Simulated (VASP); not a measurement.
# PbSe (F-43m) in VASP: further runs

Runs on PbSe. Level: PBE. Tasks: single point, relaxation of cell and atoms.

Everything below comes from runs of VASP 6.6.1. Logs are shortened: lines on timing, memory, paths and dates and some standing lists are left out, and cuts for length are marked.

### Step 1. The cell of the first run

It takes space group F-43m (No. 216, cubic). The conventional cell has a = 6.903 Å, b = 6.903 Å, c = 6.903 Å, α = 90.00°, β = 90.00°, γ = 90.00°. Pb (site symmetry -43m) has 4 Se at 2.99 Å within 3.9 Å. Within 3.9 Å of Se (site symmetry -43m) lie 4 Pb at 2.99 Å.

### Step 2. Single point, PBE

The input, INCAR:

```
SYSTEM = PbSe
PREC = Accurate ; ENCUT = 520
EDIFF = 1E-7 ; ISMEAR = 0
SIGMA = 0.02 ; LREAL = .FALSE.
LASPH = .TRUE. ; NELM = 100
ALGO = Normal ; ISIF = 2
LWAVE = .FALSE. ; LCHARG = .TRUE.
GGA = PE ; LELF = .TRUE.
LVHAR = .TRUE. ; NBANDS = 17
```

The input, KPOINTS:

```
Automatic mesh
0
G
  8 8 8
  0 0 0
```

The input, POSCAR:

```
PbSe
1.0
    0.0000000000      3.4515484870      3.4515484870
    3.4515484870      0.0000000000      3.4515484870
    3.4515484870      3.4515484870      0.0000000000
Pb Se
1 1
Direct
    0.7500000000      0.7500000000      0.7500000000
    0.0000000000      0.0000000000      0.0000000000
```

Potentials or basis: VASP PAW PBE potentials, release 64 (Pb_d, Se).

Started as:

```bash
cat potpaw_PBE.64/Pb_d/POTCAR potpaw_PBE.64/Se/POTCAR > POTCAR
mpirun -np 1 vasp_std > vasp.out
```

OUTCAR:

```text
SYSTEM = PbSe
   PREC = Accurate
   ENCUT = 520
   EDIFF = 1E-7
   ISMEAR = 0
   LREAL = .FALSE.
   LASPH = .TRUE.
   NELM = 100
   ISIF = 2
   GGA = PE

 ion  position               nearest neighbor table
   1  0.750  0.750  0.750-   2 2.99   2 2.99   2 2.99   2 2.99
   2  0.000  0.000  0.000-   1 2.99   1 2.99   1 2.99   1 2.99

  LATTYP: Found a face centered cubic cell.
 ALAT       =     6.9030969740

  Lattice vectors:

 A1 = (   0.0000000000,   3.4515484870,   3.4515484870)
 A2 = (   3.4515484870,   0.0000000000,   3.4515484870)
 A3 = (   3.4515484870,   3.4515484870,   0.0000000000)

Analysis of symmetry for initial positions (statically):
=====================================================================
 Subroutine PRICEL returns:
 Original cell was already a primitive cell.

 Routine SETGRP: Setting up the symmetry group for a
 face centered cubic supercell.

 Subroutine GETGRP returns: Found 24 space group operations
 (whereof 24 operations were pure point group operations)
 out of a pool of 48 trial point group operations.

The static configuration has the point symmetry T_d .

Analysis of symmetry for dynamics (positions and initial velocities):
=====================================================================
 Subroutine PRICEL returns:
 Original cell was already a primitive cell.

 Routine SETGRP: Setting up the symmetry group for a
 face centered cubic supercell.

 Subroutine GETGRP returns: Found 24 space group operations
 (whereof 24 operations were pure point group operations)
 out of a pool of 48 trial point group operations.

The dynamic configuration has the point symmetry T_d .

 Subroutine INISYM returns: Found 24 space group operations
 (whereof 24 operations are pure point group operations),
 and found     1 'primitive' translations

----------------------------------------------------------------------------------------

                                     Primitive cell

  volume of cell :      82.2379

  direct lattice vectors                    reciprocal lattice vectors
     0.000000000  3.451548487  3.451548487    -0.144862517  0.144862517  0.144862517
     3.451548487  0.000000000  3.451548487     0.144862517 -0.144862517  0.144862517
     3.451548487  3.451548487  0.000000000     0.144862517  0.144862517 -0.144862517

  length of vectors
     4.881226682  4.881226682  4.881226682     0.250909239  0.250909239  0.250909239

  position of ions in fractional coordinates (direct lattice)
     0.750000000  0.750000000  0.750000000
     0.000000000  0.000000000  0.000000000

  ion indices of the primitive-cell ions
   primitive index   ion index
                 1           1
                 2           2

----------------------------------------------------------------------------------------

 KPOINTS: Automatic mesh

Automatic generation of k-mesh.
 Grid dimensions read from file:
 generate k-points for:    8    8    8

 Generating k-lattice:

  Cartesian coordinates                     Fractional coordinates (reciprocal lattice)
    -0.018107815  0.018107815  0.018107815     0.125000000  0.000000000  0.000000000
     0.018107815 -0.018107815  0.018107815     0.000000000  0.125000000  0.000000000
     0.018107815  0.018107815 -0.018107815     0.000000000  0.000000000  0.125000000

  Length of vectors
     0.031363655  0.031363655  0.031363655

  Shift w.r.t. Gamma in fractional coordinates (k-lattice)
     0.000000000  0.000000000  0.000000000

 Subroutine IBZKPT returns following result:
 ===========================================

 Found     29 irreducible k-points:

 Following reciprocal coordinates:
            Coordinates               Weight
  0.000000  0.000000  0.000000      1.000000
  0.125000  0.000000  0.000000      8.000000
  0.250000  0.000000  0.000000      8.000000
  0.375000  0.000000  0.000000      8.000000
  0.500000  0.000000  0.000000      4.000000
  0.125000  0.125000  0.000000      6.000000
[... 16 lines left out ...]
  0.500000  0.250000  0.125000     48.000000
 -0.375000  0.250000  0.125000     24.000000
 [... further k-points ...]
   k-points           NKPTS =     29   k-points in BZ     NKDIM =     29   number of bands    NBANDS=     17
   number of dos      NEDOS =    301   number of ions     NIONS =      2
   total plane-waves  NPLWV =  46656
   dimension x,y,z NGX =    36 NGY =   36 NGZ =   36
   dimension x,y,z NGXF=    72 NGYF=   72 NGZF=   72
   ions per type =               1   1
   NGX,Y,Z   is equivalent  to a cutoff of  12.26, 12.26, 12.26 a.u.
   NGXF,Y,Z  is equivalent  to a cutoff of  24.52, 24.52, 24.52 a.u.
 SYSTEM =  PbSe
   PREC   = accura    normal or accurate (medium, high low for compatibility)
   ISTART =      0    job   : 0-new  1-cont  2-samecut
   ICHARG =      2    charge: 1-file 2-atom 10-const
   ISPIN  =      1    spin polarized calculation?
   LNONCOLLINEAR =      F non collinear calculations
   LSORBIT =      F    spin-orbit coupling
   LASPH  =      T    aspherical Exc in radial PAW
   ENCUT  =  520.0 eV  38.22 Ry    6.18 a.u.   9.08  9.08  9.08*2*pi/ulx,y,z
   NELM   =    100;   NELMIN=  2; NELMDL= -5     # of ELM steps
   EDIFF  = 0.1E-06   stopping-criterion for ELM
   LREAL  =      F    real-space projection
   EDIFFG = 0.1E-05   stopping-criterion for IOM
   NSW    =      0    number of steps for IOM
   IBRION =     -1    ionic relax: 0-MD 1-quasi-New 2-CG
   NFREE  =      0    steps in history (QN), initial steepest desc. (CG)
   ISIF   =      2    stress and relaxation
   ISYM   =      2    0-nonsym 1-usesym 2-fastsym
   POTIM  = 0.5000    time-step for ionic-motion
   TEBEG  =    0.0;   TEEND  =   0.0 temperature during run
   PSTRESS=    0.0 pullay stress
   NELECT =      20.0000    total number of electrons
   NUPDOWN=      -1.0000    fix difference up-down
   EMIN   =  10.00;   EMAX   =-10.00  energy-range for DOS
   EFERMI =   0.00;   METHOD = LEGACY
   ISMEAR =     0;   SIGMA  =   0.02  broadening in eV -4-tet -1-fermi 0-gaus
   EFERMI_NEDOS =   21; number of points for ismear=-14 and -15
   IALGO  =     38    algorithm
   IMIX   =      4    mixing-type and parameters
     AMIX     =   0.40;   BMIX     =  1.00
     AMIX_MAG =   1.60;   BMIX_MAG =  1.00
  volume/ion in A,a.u.               =      41.12       277.48
  Fermi-wavevector in a.u.,A,eV,Ry     =   1.021867  1.931048 14.207357  1.044211
  Thomas-Fermi vector in A             =   2.155515
   LORBIT       =      0    0 simple, 1 ext, 2 COOP (PROOUT), +10 PAW based schemes
   GGA     = PE    functional components
   LHFCALC =     F    Hartree Fock is set to
   AEXX    =    0.0000 exact exchange contribution
   IVDW    =     0    specifies the selected vdW correction
   LEPSILON=     F    determine dielectric tensor
   LRPA    =     F    only Hartree local field effects (RPA)
 non-spin polarized calculation
 Gauss-broadening in eV      SIGMA  =   0.02
  energy-cutoff  :      520.00
  volume of cell :       82.24
 maximum number of plane-waves:      2229
   NGX = 19   NGY = 19   NGZ = 19

 number of electron      19.9999997 magnetization

 Free energy of the ion-electron system (eV)
  ---------------------------------------------------
  ext. energy  EPLUGINS =         0.00000000
  ---------------------------------------------------
  free energy    TOTEN  =        -7.83911277 eV

  energy without entropy =       -7.83911277  energy(sigma->0) =       -7.83911277

 E-fermi :   2.2644     XC(G=0):  -7.6322

 val. band max:        2.1405539216   @ k =  -0.2500   0.5000   0.2500
 cond. band min:       2.8160668066   @ k =   0.5000   0.5000   0.0000
 fundamental gap:      0.6755128849
 Fermi energy:         2.2643944308

 k-point     1 :       0.0000    0.0000    0.0000
  band No.  band energies     occupation
      1     -14.6541      2.00000
      2     -14.6541      2.00000
      3     -14.6541      2.00000
      4     -14.6273      2.00000
      5     -14.6273      2.00000
      6     -10.5107      2.00000
[... 9 lines left out ...]
     16      10.3442      0.00000
     17      11.1552      0.00000

 k-point     2 :       0.1250    0.0000    0.0000
  band No.  band energies     occupation
      1     -14.6573      2.00000
      2     -14.6528      2.00000
      3     -14.6528      2.00000
      4     -14.6272      2.00000
      5     -14.6272      2.00000
      6     -10.4410      2.00000
[... 9 lines left out ...]
     16       9.8050      0.00000
     17      10.7042      0.00000

 k-point     3 :       0.2500    0.0000    0.0000
  band No.  band energies     occupation
      1     -14.6652      2.00000
      2     -14.6502      2.00000
      3     -14.6502      2.00000
      4     -14.6267      2.00000
      5     -14.6267      2.00000
      6     -10.2586      2.00000
[... 9 lines left out ...]
     16       9.5476      0.00000
     17      10.6266      0.00000

 k-point     4 :       0.3750    0.0000    0.0000
  band No.  band energies     occupation
      1     -14.6730      2.00000
      2     -14.6481      2.00000
      3     -14.6481      2.00000
      4     -14.6256      2.00000
      5     -14.6256      2.00000
      6     -10.0500      2.00000
[... 9 lines left out ...]
     16       9.9284      0.00000
     17      10.6722      0.00000
[... 343 lines left out ...]
      1     -14.6733      2.00000
      2     -14.6469      2.00000
      3     -14.6459      2.00000
      4     -14.6288      2.00000
      5     -14.6248      2.00000
      6     -10.1111      2.00000
[... 9 lines left out ...]
     16      10.3586      0.00000
     17      12.0609      0.00000

 k-point    23 :       0.5000    0.2500    0.1250
  band No.  band energies     occupation
      1     -14.6786      2.00000
      2     -14.6459      2.00000
      3     -14.6435      2.00000
      4     -14.6282      2.00000
      5     -14.6247      2.00000
      6      -9.9307      2.00000
[... 9 lines left out ...]
     16      10.5211      0.00000
     17      11.3535      0.00000

 k-point    24 :      -0.3750    0.2500    0.1250
  band No.  band energies     occupation
      1     -14.6806      2.00000
      2     -14.6458      2.00000
      3     -14.6426      2.00000
      4     -14.6273      2.00000
      5     -14.6250      2.00000
      6      -9.8483      2.00000
[... 9 lines left out ...]
     16      10.4046      0.00000
     17      11.1216      0.00000

 [... further k-points ...]
[... 5 lines left out ...]
  --------------------------------------------------------------------------------------
  -------------------------------------------------------------------------------------
  Total       -0.0292366     -0.0292366     -0.0292366      0.0000000      0.0000000      0.0000000
  in kB       -0.5695932     -0.5695932     -0.5695932      0.0000000      0.0000000      0.0000000
  external PRESSURE =      -0.5695932 kB  Pullay stress =       0.0000000 kB

 VOLUME and BASIS-vectors are now :
 -----------------------------------------------------------------------------
  energy-cutoff  :      520.00
  volume of cell :       82.24
      direct lattice vectors                 reciprocal lattice vectors
     0.000000000  3.451548487  3.451548487    -0.144862517  0.144862517  0.144862517
     3.451548487  0.000000000  3.451548487     0.144862517 -0.144862517  0.144862517
     3.451548487  3.451548487  0.000000000     0.144862517  0.144862517 -0.144862517

 POSITION                                       TOTAL-FORCE (eV/Angst)
 -----------------------------------------------------------------------------------
      5.17732      5.17732      5.17732         0.000000     -0.000000      0.000000
      0.00000      0.00000      0.00000        -0.000000      0.000000     -0.000000
 -----------------------------------------------------------------------------------
    total drift:                                0.000000      0.000000      0.000000

  FREE ENERGIE OF THE ION-ELECTRON SYSTEM (eV)
  ---------------------------------------------------
  free  energy   TOTEN  =        -7.8391127679 eV

  energy  without entropy=       -7.8391127679  energy(sigma->0) =       -7.83911277
```

Run time: 31 s. Hardware: 1 thread of Intel Xeon Platinum 8259CL at 2.50GHz (Skylake/Cascade Lake), shared host; peak memory 0.22 GiB.

Results:

| Item | Value |
| --- | --- |
| Free energy | -7.8391 eV |
| Pressure | -0.1 GPa |
| Band gap on the k mesh | 0.68 eV, indirect (least direct gap 1.18 eV) |

Caveat: spin-orbit coupling is left out, which moves the levels of the heavy elements.

### Step 3. Relaxation of cell and atoms, PBE

This run uses another cell than the first one, of 40.74 Å³/atom, 0.991 times its volume.

The input, INCAR:

```
ALGO = Normal
EDIFF = 1E-6
EDIFFG = -0.01
ENCUT = 600
GGA = PE
IBRION = 2
ISIF = 3
ISMEAR = 0
LASPH = T
LCHARG = F
LREAL = F
LWAVE = F
NELM = 100
NSW = 100
PREC = Accurate
SIGMA = 0.02
```

The input, KPOINTS:

```
k-points
0
Gamma
  8 8 8
```

The input, POSCAR:

```
PbSe
1.0
    0.0000000000      3.4408779083      3.4408779083
    3.4408779083      0.0000000000      3.4408779083
    3.4408779083      3.4408779083      0.0000000000
Pb Se
1 1
Direct
    0.7500000000      0.7500000000      0.7500000000
    0.0000000000      0.0000000000      0.0000000000
```

Potentials or basis: VASP PAW PBE potentials, release 64 (Pb_d, Se).

Started as:

```bash
cat potpaw_PBE.64/Pb_d/POTCAR potpaw_PBE.64/Se/POTCAR > POTCAR
mpirun -np 1 vasp_std > vasp.out
```

It took 53 s on 1 thread of Intel Xeon Platinum 8259CL at 2.50GHz (Skylake/Cascade Lake), shared host; peak memory 0.27 GiB.

Results (log left out):

```yaml
Free_energy: -7.8391 eV
Relaxed_volume: 41.13 Å³/atom
Relaxed_cell: a = 4.881 Å, b = 4.881 Å, c = 4.881 Å, α = 60.00°, β = 60.00°, γ = 60.00°
Space_group_after_relaxing_to_0.05_Å: F-43m (No. 216)
Energy_gained_by_relaxing: 0.3 meV/atom
Ionic_steps: 2
Pressure_after_relaxing: 0.0 GPa
Band_gap_on_the_k_mesh: 0.68 eV, indirect (least direct gap 1.18 eV)
```

The path:
```csv
step,energy change (eV),largest force (eV/Å),pressure (GPa),volume (Å³)
1,0.0000,0.0000,0.26,81.48
2,-0.0005,0.0000,-0.04,82.25
```

Final structure:
```
CELL_PARAMETERS angstrom
0.00000 3.45172 3.45172
3.45172 0.00000 3.45172
3.45172 3.45172 0.00000
ATOMIC_POSITIONS crystal
Pb 0.75000 0.75000 0.75000
Se 0.00000 0.00000 0.00000
```

Levels at points of the mesh, in eV from the valence-band top:
```csv
k point,band 8,band 9,band 10,band 11,band 12,band 13
"(0.00, 0.00, 0.00)",-1.56,-1.56,-1.56,2.12,2.12,2.12
"(0.50, 0.00, 0.00)",-2.07,-2.07,-1.96,2.86,2.86,3.58
"(0.50, 0.50, 0.00)",-2.74,-2.74,-0.50,0.68,4.76,4.76
```

Caveat: spin-orbit coupling is left out, which moves the levels of the heavy elements.

(Continued in part 2 of 2.)
